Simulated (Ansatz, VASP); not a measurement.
# Y2TaN3 in VASP and in Ansatz

```xyz
12
Lattice="3.3195 0.0000 0.0000 -1.6597 2.8747 0.0000 0.0000 0.0000 16.3662" Properties=species:S:1:pos:R:3 pbc="T T T"
Y     0.0000    1.9165    5.5190
Y     0.0000    1.9165   13.7021
Y     1.6597    0.9582    2.6641
Y     1.6597    0.9582   10.8472
Ta    0.0000    0.0000    0.0000
Ta    0.0000    0.0000    8.1831
N     0.0000    0.0000    4.0916
N     0.0000    0.0000   12.2747
N     0.0000    1.9165    1.1609
N     0.0000    1.9165    9.3440
N     1.6597    0.9582    7.0222
N     1.6597    0.9582   15.2053
```

Alike in both runs: task single point; functional PBE; k mesh 6 × 6 × 2; occupations gaussian, width 0.2 eV; no spin polarisation.

|  | VASP | Ansatz |
| --- | --- | --- |
| version | VASP 6.6.1 | Ansatz 0.2.0 |
| potentials or method | VASP PAW PBE potentials, release 64 (Y_sv, Ta_pv, N), cutoff 520 eV | scalar-relativistic, plane waves, PAW |
| valence electrons in the cell | 96 | 100 |

```tsv
	VASP	Ansatz	Ansatz less VASP
gap on the k mesh at the Fermi level (eV)	none	none	-
pressure (GPa)	-0.1	-0.1	+0.01
traceless stress, the component that is largest in VASP (GPa)	0.37	0.43	+0.057
rms of the force components (eV/Å)	0.034	0.030	-0.0047
```

Atom by atom the forces differ by 0.012 eV/Å (rms over components). A gap of «none» marks a metal or a gap that the smearing closes. VASP's potentials hold 96 valence electrons a cell and Ansatz's 100, so a difference there can come from the potentials and not from the codes.

The k mesh is coarse, so the values compare programs but aren't converged. Spin-orbit coupling is off throughout.
